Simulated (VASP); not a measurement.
# Cr (Fm-3m) in VASP: a series of runs, part 2 of 2

VASP 6.6.1.

**3. Single point, r2SCAN, collinear spin, ferromagnetic start**

This run uses another cell than the first one, of 11.63 Å³/atom, 0.933 times its volume.

File POSCAR:

```
Cr
1.0
    0.0000000000      1.7982001535      1.7982001535
    1.7982001535      0.0000000000      1.7982001535
    1.7982001535      1.7982001535      0.0000000000
Cr
1
Direct
    0.0000000000      0.0000000000      0.0000000000
```

File INCAR.step1:

```
PREC     = Accurate       # precision mode
ENCUT    = 520            # plane-wave cutoff, eV
ISMEAR   = 0              # smearing method
SIGMA    = 0.1            # smearing width, eV
LREAL    = False          # projectors in reciprocal space
LASPH    = True           # aspherical terms in the spheres
NELM     = 150            # most SCF steps
ISPIN    = 2              # spin polarisation
MAGMOM   = 0.45           # initial moments
LMAXMIX  = 4              # l up to which the mixer works
NBANDS   = 16             # bands
GGA      = PE             # functional
ALGO     = Normal         # electronic algorithm
EDIFF    = 1E-4           # SCF threshold, eV
LWAVE    = True           # write WAVECAR
LCHARG   = False          # write CHGCAR
```

File INCAR.step2:

```
PREC     = Accurate       # precision mode
ENCUT    = 520            # plane-wave cutoff, eV
EDIFF    = 1E-6           # SCF threshold, eV
ISMEAR   = 0              # smearing method
SIGMA    = 0.1            # smearing width, eV
LREAL    = False          # projectors in reciprocal space
LASPH    = True           # aspherical terms in the spheres
NELM     = 150            # most SCF steps
ALGO     = Normal         # electronic algorithm
ISIF     = 2              # what is computed and relaxed
LWAVE    = False          # write WAVECAR
LCHARG   = False          # write CHGCAR
ISPIN    = 2              # spin polarisation
MAGMOM   = 0.45           # initial moments
LORBIT   = 11             # projections on sites
LMAXMIX  = 4              # l up to which the mixer works
METAGGA  = R2SCAN         # meta-GGA
LMIXTAU  = True         
NBANDS   = 16             # bands
ISTART   = 1
```

File KPOINTS:

```
Automatic mesh
0
Gamma
  26 26 26
```

Potentials or basis: VASP PAW PBE potentials, release 64 (Cr_pv).

On the command line:

```sh
$ cat potpaw_PBE.64/Cr_pv/POTCAR > POTCAR
$ cp INCAR.step1 INCAR
$ mpirun -np 1 vasp_std > vasp.out
$ cp INCAR.step2 INCAR
$ mpirun -np 1 vasp_std > vasp.out
```

OUTCAR:

```text
PREC = Accurate
   ENCUT = 520
   EDIFF = 1E-6
   ISMEAR = 0
   LREAL = False
   LASPH = True
   NELM = 150
   ISIF = 2
   ISPIN = 2
   LORBIT = 11
   METAGGA = R2SCAN
   ISTART = 1

 ion  position               nearest neighbor table
   1  0.000  0.000  0.000-

  LATTYP: Found a face centered cubic cell.
 ALAT       =     3.5964003070

  Lattice vectors:

 A1 = (   0.0000000000,   1.7982001535,   1.7982001535)
 A2 = (   1.7982001535,   0.0000000000,   1.7982001535)
[... 1120 lines left out ...]
  -------------------------------------------------------------------------------------
  Total        0.0522731      0.0522731      0.0522731      0.0000000     -0.0000000      0.0000000
  in kB        7.2018652      7.2018652      7.2018652      0.0000000     -0.0000000      0.0000000
  external PRESSURE =       7.2018652 kB  Pullay stress =       0.0000000 kB

 VOLUME and BASIS-vectors are now :
 -----------------------------------------------------------------------------
  energy-cutoff  :      520.00
  volume of cell :       11.63
      direct lattice vectors                 reciprocal lattice vectors
     0.000000000  1.798200154  1.798200154    -0.278055810  0.278055810  0.278055810
     1.798200154  0.000000000  1.798200154     0.278055810 -0.278055810  0.278055810
     1.798200154  1.798200154  0.000000000     0.278055810  0.278055810 -0.278055810

 POSITION                                       TOTAL-FORCE (eV/Angst)
 -----------------------------------------------------------------------------------
      0.00000      0.00000      0.00000         0.000000     -0.000000     -0.000000
 -----------------------------------------------------------------------------------
    total drift:                                0.000000     -0.000000     -0.000000

  FREE ENERGIE OF THE ION-ELECTRON SYSTEM (eV)
  ---------------------------------------------------
  free  energy   TOTEN  =       -14.3547467844 eV

  energy  without entropy=      -14.3463137297  energy(sigma->0) =      -14.35053026

 total charge

# of ion       s       p       d       tot
------------------------------------------
    1        0.706   6.404   4.178  11.288

 magnetization (x)

# of ion       s       p       d       tot
------------------------------------------
    1        0.000   0.000   0.003   0.003
```

OUTCAR.step1:

```text
PREC = Accurate
   ENCUT = 520
   ISMEAR = 0
   LREAL = False
   LASPH = True
   NELM = 150
[... 1147 lines left out ...]

 POSITION                                       TOTAL-FORCE (eV/Angst)
 -----------------------------------------------------------------------------------
      0.00000      0.00000      0.00000         0.000000      0.000000      0.000000
 -----------------------------------------------------------------------------------
    total drift:                                0.000000     -0.000000      0.000000

  FREE ENERGIE OF THE ION-ELECTRON SYSTEM (eV)
  ---------------------------------------------------
  free  energy   TOTEN  =        -9.1236496878 eV

  energy  without entropy=       -9.1145906852  energy(sigma->0) =       -9.11912019
```

OSZICAR.step1:

```text
N       E                     dE             d eps       ncg     rms          rms(c)
DAV:   1     0.784948145725E+02    0.78495E+02   -0.61608E+03 33704   0.852E+02
DAV:   2    -0.923837547643E+01   -0.87733E+02   -0.83668E+02 35760   0.245E+02
DAV:   3    -0.106735561388E+02   -0.14352E+01   -0.14308E+01 37032   0.343E+01
DAV:   4    -0.106785151849E+02   -0.49590E-02   -0.49589E-02 38960   0.201E+00
DAV:   5    -0.106785512654E+02   -0.36081E-04   -0.36079E-04 37640   0.154E-01    0.125E+01
DAV:   6    -0.915148093176E+01    0.15271E+01   -0.19307E+00 33336   0.260E+01    0.181E+00
DAV:   7    -0.913306699839E+01    0.18414E-01   -0.42153E-02 34344   0.268E+00    0.985E-01
DAV:   8    -0.912314336643E+01    0.99236E-02   -0.23522E-03 40168   0.593E-01    0.684E-01
DAV:   9    -0.912364994798E+01   -0.50658E-03   -0.48225E-04 36360   0.238E-01    0.711E-02
DAV:  10    -0.912364968776E+01    0.26022E-06   -0.40510E-05 19712   0.758E-02
   1 F= -.91236497E+01 E0= -.91191202E+01  d E =-.905900E-02  mag=     0.0027
```

Wall time 7.4 min (1 thread of Intel Xeon Platinum 8488C (Sapphire Rapids), shared host); peak memory 0.25 GiB.

Results:

- Free energy: -14.3547 eV
- Pressure: 0.7 GPa
- Band gap on the k mesh: zero (filled and empty bands overlap)
- Net moment: 0.00 μB per cell
- Valence electrons inside the program's atomic spheres: Cr 11.29

Levels at points of the mesh, in eV from the Fermi level:
Spin up:
```csv
k point,band 4,band 5,band 6,band 7,band 8,band 9
"(0.00, 0.00, 0.00)",-8.14,-0.49,-0.49,-0.49,1.58,1.58
"(0.50, 0.00, 0.00)",-4.26,-0.51,-0.51,0.67,2.74,2.74
"(0.50, 0.50, 0.00)",-4.37,-3.58,2.82,2.99,2.99,3.47
```
Spin down:
```
           k point  band 2  band 3  band 4  band 5  band 6  band 7  band 8  band 9  band 10  band 11
(0.00, 0.00, 0.00)  -43.96  -43.96   -8.14   -0.48   -0.48   -0.48    1.59    1.59     3.54    20.52
(0.50, 0.00, 0.00)  -44.08  -44.08   -4.26   -0.51   -0.51    0.67    2.74    2.74     3.47    10.01
(0.50, 0.50, 0.00)  -44.28  -44.28   -4.37   -3.58    2.82    2.99    2.99    3.47     3.78    13.08
```

Caveat: the PAW data sets were made with another functional, which shifts forces and pressure a little.
